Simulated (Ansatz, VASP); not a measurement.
## Al in VASP and in Ansatz

INCAR

```
SYSTEM = Al
PREC     = Accurate       ! precision mode
ENCUT    = 520            ! plane-wave cutoff, eV
EDIFF    = 1E-6           ! SCF threshold, eV
ISMEAR   = -1             ! smearing method
SIGMA    = 0.1            ! smearing width, eV
LREAL    = .FALSE.        ! projectors in reciprocal space
LASPH    = .TRUE.         ! aspherical terms in the spheres
NELM     = 100            ! most SCF steps
ALGO     = Normal         ! electronic algorithm
ISIF     = 2              ! what is computed and relaxed
LWAVE    = .FALSE.        ! write WAVECAR
LCHARG   = .FALSE.        ! write CHGCAR
GGA      = B5             ! functional
ALDAX    = 1.0          
AGGAX    = 1.0          
AGGAC    = 1.0          
ALDAC    = 0.0          
NBANDS   = 14             ! bands
```

The input KPOINTS:

```
regular mesh
0
G
  14 14 4
  0 0 0
```

Contents of POSCAR:

```
Al
1.0
    2.8825278400      0.0000000000      0.0000000000
   -1.4412639200      2.4963423366      0.0000000000
    0.0000000000      0.0000000000      9.7331078227
Al
4
Direct
    0.0000000000      1.0000000000      1.0000000000
    0.0000000000      1.0000000000      0.5000000000
    0.3333333333      0.6666666667      0.2500000000
    0.6666666667      0.3333333333      0.7500000000
```

Input for Ansatz:

```yaml
crystal:
  lattice:
    - [2.88252784, 0.0, 0.0]
    - [-1.44126392, 2.4963423366, 0.0]
    - [0.0, 0.0, 9.7331078227]
  atoms:
    - { symbol: Al, position: [0.0, 1.0, 1.0] }
    - { symbol: Al, position: [0.0, 1.0, 0.5] }
    - { symbol: Al, position: [0.3333333333, 0.6666666667, 0.25] }
    - { symbol: Al, position: [0.6666666667, 0.3333333333, 0.75] }
hamiltonian:
  xc: blyp
  pseudopotentials:
    kind: paw
    azcp:
      Al: "pseudopotentials/Al.paw.azcp"
basis:
  ecutwfc: 420
  fft_grid_basis: typed
kpoints:
  mp_grid: { grid: [14, 14, 4], shift: [0, 0, 0] }
magnetization:
  spin_polarized: false
scf:
  occupations: { method: fermi_dirac, width: 0.1 }
  lower_state_search: "off"
output:
  stress: true
```

Alike in both runs: task single point; functional BLYP; k mesh 14 × 14 × 4; occupations fermi-dirac, width 0.1 eV; no spin polarisation.

|  | VASP | Ansatz |
| --- | --- | --- |
| version | VASP 6.6.1 | Ansatz 0.2.0 |
| potentials or method | VASP PAW PBE potentials, release 64 (Al), cutoff 520 eV | plane waves (420 eV) with PAW, scalar-relativistic |
| valence electrons in the cell | 12 | 12 |

```tsv
	VASP	Ansatz	Ansatz less VASP
pressure (GPa)	0.1	0.1	-0.08
traceless stress, the component that is largest in VASP (GPa)	0.45	0.45	+0.009
```

VASP's potentials were made for PBE, not for BLYP. With one functional, cell and mesh, what is left measures potentials, basis and numerics.
